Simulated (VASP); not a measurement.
# Zr (P6_3/mmc) in VASP: settings compared

Zr is run at these levels: RPBE, PBE, PBE+D4; tasks: single point.

All numbers are computed with VASP 6.6.1; they aren't measurements. Logs are shortened: lines on timing, memory, paths and dates and some standing lists are left out, and cuts for length are marked.

## Step 1: The cell of the first run

It takes space group P6_3/mmc (No. 194, hexagonal). Conventional cell: a = 3.239 Å, b = 3.239 Å, c = 5.172 Å, α = 90.00°, β = 90.00°, γ = 120.00°. Zr (site symmetry -6m2) has 12 Zr at 3.19 to 3.24 Å within 4.2 Å.

## Step 2: Single point, RPBE

Input file INCAR:

```
PREC = Accurate ; ENCUT = 520
EDIFF = 1E-7 ; ISMEAR = 1
SIGMA = 0.013 ; LREAL = F
LASPH = T ; NELM = 60
ALGO = Fast ; ISIF = 2
LWAVE = F ; LCHARG = T
GGA = RP ; LELF = T
LVHAR = T ; NBANDS = 19
```

Input file KPOINTS:

```
regular mesh
0
Gamma
  6 6 4
```

Input file POSCAR:

```
Zr
1.0
    3.2392314131      0.0000000000      0.0000000000
   -1.6196157065      2.8052566925      0.0000000000
    0.0000000000      0.0000000000      5.1722200000
Zr
2
Direct
    0.5683333333      1.1886666667      0.8040000000
    0.9016666667      0.8553333333      1.3040000000
```

Potentials or basis: VASP PAW PBE potentials, release 64 (Zr_sv).

Started as:

```sh
$ cat potpaw_PBE.64/Zr_sv/POTCAR > POTCAR
$ mpirun -np 1 vasp_std > vasp.out
```

OUTCAR:

```text
PREC = Accurate
   ENCUT = 520
   EDIFF = 1E-7
   ISMEAR = 1
   LREAL = F
   LASPH = T
   NELM = 60
   ISIF = 2
   GGA = RP

 ion  position               nearest neighbor table
   1  0.568  0.189  0.804-   2 3.19   2 3.19   2 3.19   2 3.19   2 3.19   2 3.19
   2  0.902  0.855  0.304-   1 3.19   1 3.19   1 3.19   1 3.19   1 3.19   1 3.19

  LATTYP: Found a hexagonal cell.
 ALAT       =     3.2392314131
 C/A-ratio  =     1.5967429740

  Lattice vectors:

 A1 = (   3.2392314131,   0.0000000000,   0.0000000000)
 A2 = (  -1.6196157065,   2.8052566925,   0.0000000000)
 A3 = (   0.0000000000,   0.0000000000,   5.1722200000)

Analysis of symmetry for initial positions (statically):
=====================================================================
 Subroutine PRICEL returns:
 Original cell was already a primitive cell.

 Routine SETGRP: Setting up the symmetry group for a
 hexagonal supercell.

 Subroutine GETGRP returns: Found 24 space group operations
 (whereof  1 operations were pure point group operations)
 out of a pool of 24 trial point group operations.

The static configuration has the point symmetry C_1 .
 The point group associated with its full space group is D_6h.

Analysis of symmetry for dynamics (positions and initial velocities):
=====================================================================
 Subroutine PRICEL returns:
 Original cell was already a primitive cell.

 Routine SETGRP: Setting up the symmetry group for a
 hexagonal supercell.

 Subroutine GETGRP returns: Found 24 space group operations
 (whereof  1 operations were pure point group operations)
 out of a pool of 24 trial point group operations.

The dynamic configuration has the point symmetry C_1 .
 The point group associated with its full space group is D_6h.

 Subroutine INISYM returns: Found 24 space group operations
 (whereof  1 operations are pure point group operations),
 and found     1 'primitive' translations

----------------------------------------------------------------------------------------

                                     Primitive cell

  volume of cell :      46.9993

  direct lattice vectors                    reciprocal lattice vectors
     3.239231413  0.000000000  0.000000000     0.308715208  0.178236809  0.000000000
    -1.619615707  2.805256692  0.000000000     0.000000000  0.356473617  0.000000000
     0.000000000  0.000000000  5.172220000     0.000000000  0.000000000  0.193340577

  length of vectors
     3.239231413  3.239231413  5.172220000     0.356473617  0.356473617  0.193340577

  position of ions in fractional coordinates (direct lattice)
     0.568333333  0.188666667  0.804000000
     0.901666667  0.855333333  0.304000000

  ion indices of the primitive-cell ions
   primitive index   ion index
                 1           1
                 2           2

----------------------------------------------------------------------------------------

 KPOINTS: regular mesh

Automatic generation of k-mesh.
 Grid dimensions read from file:
 generate k-points for:    6    6    4

 Generating k-lattice:

  Cartesian coordinates                     Fractional coordinates (reciprocal lattice)
     0.051452535  0.029706135  0.000000000     0.166666667  0.000000000  0.000000000
     0.000000000  0.059412270  0.000000000     0.000000000  0.166666667  0.000000000
     0.000000000  0.000000000  0.048335144     0.000000000  0.000000000  0.250000000

  Length of vectors
     0.059412270  0.059412270  0.048335144

  Shift w.r.t. Gamma in fractional coordinates (k-lattice)
     0.000000000  0.000000000  0.000000000

 Subroutine IBZKPT returns following result:
 ===========================================

 Found     21 irreducible k-points:

 Following reciprocal coordinates:
            Coordinates               Weight
  0.000000  0.000000  0.000000      1.000000
  0.166667  0.000000  0.000000      6.000000
  0.333333 -0.000000  0.000000      6.000000
  0.500000 -0.000000  0.000000      3.000000
  0.166667  0.166667  0.000000      6.000000
  0.333333  0.166667  0.000000     12.000000
[... 13 lines left out ...]
  0.333333  0.166667  0.500000     12.000000
  0.333333  0.333333  0.500000      2.000000
   k-points           NKPTS =     21   k-points in BZ     NKDIM =     21   number of bands    NBANDS=     19
   number of dos      NEDOS =    301   number of ions     NIONS =      2
   total plane-waves  NPLWV =  23040
   dimension x,y,z NGX =    24 NGY =   24 NGZ =   40
   dimension x,y,z NGXF=    48 NGYF=   48 NGZF=   80
   ions per type =               2
   NGX,Y,Z   is equivalent  to a cutoff of  12.32, 12.32, 12.86 a.u.
   NGXF,Y,Z  is equivalent  to a cutoff of  24.63, 24.63, 25.71 a.u.
 SYSTEM =  unknown system
   PREC   = accura    normal or accurate (medium, high low for compatibility)
   ISTART =      0    job   : 0-new  1-cont  2-samecut
   ICHARG =      2    charge: 1-file 2-atom 10-const
   ISPIN  =      1    spin polarized calculation?
   LNONCOLLINEAR =      F non collinear calculations
   LSORBIT =      F    spin-orbit coupling
   LASPH  =      T    aspherical Exc in radial PAW
   ENCUT  =  520.0 eV  38.22 Ry    6.18 a.u.   6.02  6.02  9.62*2*pi/ulx,y,z
   NELM   =     60;   NELMIN=  2; NELMDL= -5     # of ELM steps
   EDIFF  = 0.1E-06   stopping-criterion for ELM
   LREAL  =      F    real-space projection
   EDIFFG = 0.1E-05   stopping-criterion for IOM
   NSW    =      0    number of steps for IOM
   IBRION =     -1    ionic relax: 0-MD 1-quasi-New 2-CG
   NFREE  =      0    steps in history (QN), initial steepest desc. (CG)
   ISIF   =      2    stress and relaxation
   ISYM   =      2    0-nonsym 1-usesym 2-fastsym
   POTIM  = 0.5000    time-step for ionic-motion
   TEBEG  =    0.0;   TEEND  =   0.0 temperature during run
   PSTRESS=    0.0 pullay stress
   NELECT =      24.0000    total number of electrons
   NUPDOWN=      -1.0000    fix difference up-down
   EMIN   =  10.00;   EMAX   =-10.00  energy-range for DOS
   EFERMI =   0.00;   METHOD = LEGACY
   ISMEAR =     1;   SIGMA  =   0.01  broadening in eV -4-tet -1-fermi 0-gaus
   EFERMI_NEDOS =   21; number of points for ismear=-14 and -15
   IALGO  =     68    algorithm
   IMIX   =      4    mixing-type and parameters
     AMIX     =   0.40;   BMIX     =  1.00
     AMIX_MAG =   1.60;   BMIX_MAG =  1.00
  volume/ion in A,a.u.               =      23.50       158.58
  Fermi-wavevector in a.u.,A,eV,Ry     =   1.308523  2.472750 23.296340  1.712233
  Thomas-Fermi vector in A             =   2.439184
   LORBIT       =      0    0 simple, 1 ext, 2 COOP (PROOUT), +10 PAW based schemes
   GGA     = RP    functional components
   LHFCALC =     F    Hartree Fock is set to
   AEXX    =    0.0000 exact exchange contribution
   IVDW    =     0    specifies the selected vdW correction
   LEPSILON=     F    determine dielectric tensor
   LRPA    =     F    only Hartree local field effects (RPA)
 non-spin polarized calculation
 RMM-DIIS sequential band-by-band and
 Methfessel and Paxton  Order N= 1 SIGMA  =   0.01
  energy-cutoff  :      520.00
  volume of cell :       47.00
 maximum number of plane-waves:      1296
   NGX = 13   NGY = 13   NGZ = 19

 number of electron      24.0000000 magnetization

 Free energy of the ion-electron system (eV)
  ---------------------------------------------------
  ext. energy  EPLUGINS =         0.00000000
  ---------------------------------------------------
  free energy    TOTEN  =       -16.17963664 eV

  energy without entropy =      -16.17948766  energy(sigma->0) =      -16.17958698

 E-fermi :   9.0580     XC(G=0): -10.9639

 val. band max:        9.0057311358   @ k =   0.0000   0.0000   0.5000
 cond. band min:       9.0620597868   @ k =   0.3333   0.3333   0.2500
 fundamental gap:      0.0563286510
 Fermi energy:         9.0580098252

 k-point     1 :       0.0000    0.0000    0.0000
  band No.  band energies     occupation
      1     -39.9049      2.00000
      2     -39.7583      2.00000
      3     -18.4142      2.00000
      4     -17.5614      2.00000
      5     -17.5614      2.00000
      6     -17.4474      2.00000
[... 11 lines left out ...]
     18      11.1258      0.00000
     19      13.3713      0.00000

 k-point     2 :       0.1667    0.0000    0.0000
  band No.  band energies     occupation
      1     -39.8762      2.00000
      2     -39.7468      2.00000
      3     -18.3351      2.00000
      4     -17.7308      2.00000
      5     -17.6155      2.00000
      6     -17.5989      2.00000
[... 11 lines left out ...]
     18      11.1882      0.00000
     19      13.7390      0.00000

 k-point     3 :       0.3333   -0.0000    0.0000
  band No.  band energies     occupation
      1     -39.8133      2.00000
      2     -39.7287      2.00000
      3     -18.1419      2.00000
      4     -18.0681      2.00000
      5     -17.9195      2.00000
      6     -17.7155      2.00000
[... 11 lines left out ...]
     18      12.8509      0.00000
     19      14.1098      0.00000

 k-point     4 :       0.5000   -0.0000    0.0000
  band No.  band energies     occupation
      1     -39.7745      2.00000
      2     -39.7266      2.00000
      3     -18.2346      2.00000
      4     -18.0703      2.00000
      5     -17.9977      2.00000
      6     -17.7630      2.00000
[... 11 lines left out ...]
     18      14.2261      0.00000
     19      15.3011      0.00000

 k-point     5 :       0.1667    0.1667    0.0000
  band No.  band energies     occupation
      1     -39.8301      2.00000
      2     -39.7322      2.00000
      3     -18.1973      2.00000
      4     -17.9088      2.00000
      5     -17.8943      2.00000
      6     -17.6680      2.00000
[... 11 lines left out ...]
     18      12.7141      0.00000
     19      13.8325      0.00000
[... 268 lines left out ...]
      2     -39.7505      2.00000
      3     -18.3059      2.00000
      4     -18.3059      2.00000
      5     -17.6800      2.00000
      6     -17.6800      2.00000
[... 11 lines left out ...]
     18      14.0825      0.00000
     19      14.1331      0.00000

 k-point    19 :       0.1667    0.1667    0.5000
  band No.  band energies     occupation
      1     -39.7814      2.00000
      2     -39.7814      2.00000
      3     -18.0942      2.00000
      4     -18.0942      2.00000
      5     -17.6961      2.00000
      6     -17.6961      2.00000
[... 11 lines left out ...]
     18      13.0113      0.00000
     19      13.5646      0.00000

 k-point    20 :       0.3333    0.1667    0.5000
  band No.  band energies     occupation
      1     -39.7506      2.00000
      2     -39.7506      2.00000
      3     -18.2333      2.00000
      4     -18.2333      2.00000
      5     -17.8000      2.00000
      6     -17.8000      2.00000
[... 11 lines left out ...]
     18      13.6639      0.00000
     19      14.9600      0.00000

 k-point    21 :       0.3333    0.3333    0.5000
  band No.  band energies     occupation
      1     -39.7403      2.00000
      2     -39.7403      2.00000
      3     -18.1828      2.00000
      4     -18.1828      2.00000
      5     -17.9543      2.00000
      6     -17.9543      2.00000
[... 11 lines left out ...]
     18      13.3266      0.00000
     19      16.9259      0.00000

------------------------ aborting loop because EDIFF is reached ----------------------------------------

  FORCE on cell =-STRESS in cart. coord.  units (eV):
  Direction    XX          YY          ZZ          XY          YZ          ZX
  --------------------------------------------------------------------------------------
  -------------------------------------------------------------------------------------
  Total        0.4117193      0.4117193      0.5230514      0.0000000      0.0000000      0.0000000
  in kB       14.0352524     14.0352524     17.8304936      0.0000000      0.0000000      0.0000000
  external PRESSURE =      15.3003328 kB  Pullay stress =       0.0000000 kB

 VOLUME and BASIS-vectors are now :
 -----------------------------------------------------------------------------
  energy-cutoff  :      520.00
  volume of cell :       47.00
      direct lattice vectors                 reciprocal lattice vectors
     3.239231413  0.000000000  0.000000000     0.308715208  0.178236809  0.000000000
    -1.619615707  2.805256692  0.000000000     0.000000000  0.356473617  0.000000000
     0.000000000  0.000000000  5.172220000     0.000000000  0.000000000  0.193340577

 POSITION                                       TOTAL-FORCE (eV/Angst)
 -----------------------------------------------------------------------------------
      1.53540      0.52926      4.15846         0.000000      0.000000      0.000000
      1.53540      2.39943      1.57235        -0.000000     -0.000000      0.000000
 -----------------------------------------------------------------------------------
    total drift:                                0.000002      0.000000     -0.000008

  FREE ENERGIE OF THE ION-ELECTRON SYSTEM (eV)
  ---------------------------------------------------
  free  energy   TOTEN  =       -16.1796366372 eV

  energy  without entropy=      -16.1794876560  energy(sigma->0) =      -16.17958698
```

Wall time 15 s (1 thread of Intel Xeon 6975P-C (Granite Rapids), shared host); peak memory 0.15 GiB.

What came out:

| Quantity | Value |
| --- | --- |
| Free energy | -16.1796 eV |
| Pressure | 1.5 GPa |
| Band gap on the k mesh | zero (band 12 reaches 9.86 eV, above the bottom of band 13 at 8.93 eV) |

Caveat: the k points lie up to 0.37 Å⁻¹ apart; the PAW data sets were made with another functional, which shifts forces and pressure a little.

## Step 3: Single point, PBE

Input file INCAR:

```
SYSTEM = Zr
  PREC = Accurate
  ENCUT = 520
  EDIFF = 1E-6
  ISMEAR = -4
  SIGMA = 0.1
  LREAL = .False.
  LASPH = .True.
  NELM = 100
  ALGO = Fast
  ISIF = 2
  LWAVE = .False.
  LCHARG = .False.
  GGA = PE
  NBANDS = 19
```

Input file KPOINTS:

```
regular mesh
0
Gamma
  6 6 4
  0 0 0
```

Input file POSCAR:

```
Zr
1.0
    3.2392314131      0.0000000000      0.0000000000
   -1.6196157065      2.8052566925      0.0000000000
    0.0000000000      0.0000000000      5.1722200000
Zr
2
Direct
    0.3333333333      0.6666666667      0.2500000000
    0.6666666667      0.3333333333      0.7500000000
```

Potentials or basis: VASP PAW PBE potentials, release 64 (Zr_sv).

Started as:

```sh
$ cat potpaw_PBE.64/Zr_sv/POTCAR > POTCAR
$ mpirun -np 1 vasp_std > vasp.out
```

It took 12 s on 1 thread of Intel Xeon 6975P-C (Granite Rapids), shared host; peak memory 0.15 GiB.

Results (log left out):

```
Free energy            : -16.9988 eV
Pressure               : -0.5 GPa
Band gap on the k mesh : zero (band 12 reaches 9.76 eV, above the bottom of band 13 at 8.85 eV)
```

Stress tensor (GPa, compression positive):
```
-0.86  0.00  0.00
 0.00 -0.86  0.00
 0.00  0.00  0.27
```

Levels at points of the mesh, in eV from the Fermi level:
```
           k point  band 8  band 9  band 10  band 11  band 12  band 13  band 14  band 15  band 16  band 17
(0.00, 0.00, 0.00)  -26.52   -5.78    -3.15     0.73     0.73     0.85     0.98     1.40     1.40     2.00
(0.50, 0.00, 0.00)  -26.62   -2.67    -2.64    -2.25    -0.37     0.42     0.62     1.30     4.72     5.09
(0.00, 0.00, 0.50)  -26.58   -4.09    -4.09    -0.11    -0.11     0.64     0.64     0.64     0.64     3.77
(0.50, 0.00, 0.50)  -26.74   -2.98    -2.98    -1.18    -1.18     1.46     1.46     2.06     2.06     4.94
```

Caveat: the k points lie up to 0.37 Å⁻¹ apart.

## Step 4: Single point, PBE+D4

Input file INCAR:

```
ALGO = Normal
EDIFF = 1E-6
ENCUT = 520
GGA = PE
ISIF = 2
ISMEAR = -5
IVDW = 13
LASPH = T
LCHARG = T
LELF = T
LREAL = F
LVHAR = T
LWAVE = F
NBANDS = 19
NELM = 80
PREC = Accurate
SIGMA = 0.1
```

Input file KPOINTS:

```
k-points
0
Gamma
  6 6 4
```

POSCAR is that of step 3.

Potentials or basis: VASP PAW PBE potentials, release 64 (Zr_sv).

Started as:

```sh
$ cat potpaw_PBE.64/Zr_sv/POTCAR > POTCAR
$ mpirun -np 1 vasp_std > vasp.out
```

OUTCAR:

```text
EDIFF = 1E-6
   ENCUT = 520
   GGA = PE
   ISIF = 2
   ISMEAR = -5
   IVDW = 13
   LASPH = T
   LREAL = F
   NELM = 80
   PREC = Accurate

 ion  position               nearest neighbor table
   1  0.333  0.667  0.250-   2 3.19   2 3.19   2 3.19   2 3.19   2 3.19   2 3.19
   2  0.667  0.333  0.750-   1 3.19   1 3.19   1 3.19   1 3.19   1 3.19   1 3.19

  LATTYP: Found a hexagonal cell.
 ALAT       =     3.2392314131
 C/A-ratio  =     1.5967429740

  Lattice vectors:

[... 646 lines left out ...]

------------------------ aborting loop because EDIFF is reached ----------------------------------------

  DFT-D4 for vdW energy calculation

  Edisp (eV):   -0.40523

  FORCE on cell =-STRESS in cart. coord.  units (eV):
  Direction    XX          YY          ZZ          XY          YZ          ZX
  --------------------------------------------------------------------------------------
  -------------------------------------------------------------------------------------
  Total      -0.66013    -0.66013    -0.36336    -0.00000    -0.00000     0.00000
  in kB     -22.50338   -22.50338   -12.38687    -0.00000    -0.00000     0.00000
  external pressure =      -19.13 kB  Pullay stress =        0.00 kB

 VOLUME and BASIS-vectors are now :
 -----------------------------------------------------------------------------
  energy-cutoff  :      520.00
  volume of cell :       47.00
      direct lattice vectors                 reciprocal lattice vectors
     3.239231413  0.000000000  0.000000000     0.308715208  0.178236809  0.000000000
    -1.619615707  2.805256692  0.000000000     0.000000000  0.356473617  0.000000000
     0.000000000  0.000000000  5.172220000     0.000000000  0.000000000  0.193340577

 POSITION                                       TOTAL-FORCE (eV/Angst)
 -----------------------------------------------------------------------------------
     -0.00000      1.87017      1.29306        -0.000000      0.000000      0.000000
      1.61962      0.93509      3.87917         0.000000     -0.000000      0.000000
 -----------------------------------------------------------------------------------
    total drift:                                0.000000     -0.000000      0.000000

  FREE ENERGIE OF THE ION-ELECTRON SYSTEM (eV)
  ---------------------------------------------------
  free  energy   TOTEN  =       -17.4385946156 eV

  energy  without entropy=      -17.4385946156  energy(sigma->0) =      -17.43859462
```

OSZICAR:

```text
N       E                     dE             d eps       ncg     rms          rms(c)
DAV:   1     0.212800310870E+03    0.21280E+03   -0.13372E+04   798   0.126E+03
DAV:   2    -0.678146270275E+00   -0.21348E+03   -0.20929E+03   899   0.364E+02
DAV:   3    -0.173509565622E+02   -0.16673E+02   -0.16549E+02  1440   0.726E+01
DAV:   4    -0.177432494789E+02   -0.39229E+00   -0.39189E+00   924   0.118E+01
DAV:   5    -0.177550291623E+02   -0.11780E-01   -0.11760E-01  1174   0.135E+00    0.141E+01
DAV:   6    -0.171475144332E+02    0.60751E+00   -0.94763E-01   851   0.732E+00    0.551E+00
DAV:   7    -0.170269619324E+02    0.12055E+00   -0.59786E-01  1072   0.511E+00    0.111E+00
DAV:   8    -0.170332753421E+02   -0.63134E-02   -0.42701E-02  1028   0.147E+00    0.242E-01
DAV:   9    -0.170334115242E+02   -0.13618E-03   -0.13948E-03  1034   0.330E-01    0.346E-02
DAV:  10    -0.170333634609E+02    0.48063E-04   -0.33673E-05  1059   0.356E-02    0.239E-02
DAV:  11    -0.170333629958E+02    0.46508E-06   -0.94171E-06   914   0.332E-02
   1 F= -.17438595E+02 E0= -.17438595E+02  d E =0.000000E+00
```

It took 8.4 s on 1 thread of Intel Xeon 6975P-C (Granite Rapids), shared host; peak memory 0.15 GiB.

Results:

```
Free energy                : -17.4386 eV
Pressure                   : -1.9 GPa
Band gap on the k mesh     : zero (band 12 reaches 9.76 eV, above the bottom of band 13 at 8.85 eV)
Dispersion energy per atom : -0.203 eV
```

Caveat: the k points lie up to 0.37 Å⁻¹ apart; pairwise dispersion overbinds metals, which lowers pressure and volume; tetrahedron occupations give inexact forces and stress in metals.

## Step 5: Single point, PBE, collinear spin, ferromagnetic start

Input file INCAR:

```
ALGO = Normal
EDIFF = 1E-7
ENCUT = 520
GGA = PE
ISIF = 2
ISMEAR = 0
ISPIN = 2
LASPH = T
LCHARG = T
LELF = T
LMAXMIX = 4
LORBIT = 11
LREAL = F
LVHAR = T
LWAVE = F
MAGMOM = 0.37 0.37
NBANDS = 23
NELM = 150
NUPDOWN = 1.0
PREC = Accurate
SIGMA = 0.1
```

KPOINTS is that of step 4.

POSCAR is that of step 4.

Started as:

```sh
$ cat potpaw_PBE.64/Zr_sv/POTCAR > POTCAR
$ mpirun -np 1 vasp_std > vasp.out
```

Run time: 20 s. Hardware: 1 thread of Intel Xeon 6975P-C (Granite Rapids), shared host; peak memory 0.17 GiB.

Results (log left out):

- Free energy: -16.8729 eV
- Pressure: 0.1 GPa
- Net moment: 1.00 μB per cell
- Site moments: Zr +0.28 μB
- Valence electrons inside the program's atomic spheres: Zr 9.82

Stress tensor (GPa, compression positive):
```
-0.31  0.00  0.00
 0.00 -0.31  0.00
 0.00  0.00  0.92
```

Caveat: the k points lie up to 0.37 Å⁻¹ apart; the total moment is fixed, so each spin has its own Fermi level.

(Part 1 of 2 ends here.)
